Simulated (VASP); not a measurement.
MoW3, 4 atoms in the cell. Symmetry: Fm-3m, No. 225, cubic system. The conventional cell has a = 6.356 Å, b = 6.356 Å, c = 6.356 Å, α = 90.00°, β = 90.00°, γ = 90.00°. Within 3.6 Å of Mo (site symmetry m-3m) lie 14 W at 2.75 to 3.18 Å. W (site symmetry -43m) has 10 W at 2.75 to 3.18 Å and 4 Mo at 2.75 Å within 3.6 Å. Within 3.6 Å of W (site symmetry m-3m) lie 8 W at 2.75 Å and 6 Mo at 3.18 Å. The cell was built from a structure type or drawn by symmetry, and may not be a known phase.

- Program: VASP 6.6.1
- Task: single point
- Functional: PBE
- Potentials or basis: VASP PAW PBE potentials, release 64 (Mo_sv, W_sv)
- Cutoff: 520 eV
- k mesh: 12 × 12 × 12
- Occupations: gaussian, width 0.1 eV
- Spin: no spin polarisation
- Dipole correction: no
- Further INCAR settings: ALGO = Fast; EDIFF = 1e-06; NBANDS = 36

Potentials or basis: VASP PAW PBE potentials, release 64 (Mo_sv, W_sv).

Command:

```sh
$ cat potpaw_PBE.64/Mo_sv/POTCAR potpaw_PBE.64/W_sv/POTCAR > POTCAR
$ mpirun -np 1 vasp_std > vasp.out
```

Hardware: 1 thread of Intel(R) Xeon(R) 6975P-C (Granite Rapids), with other jobs on the host.

Estimate the wall time of this run.

It took 2.3 min on 1 thread of Intel(R) Xeon(R) 6975P-C (Granite Rapids), with other jobs on the host, peak memory 0.29 GiB. Counts: scf iterations 14, k points 72.
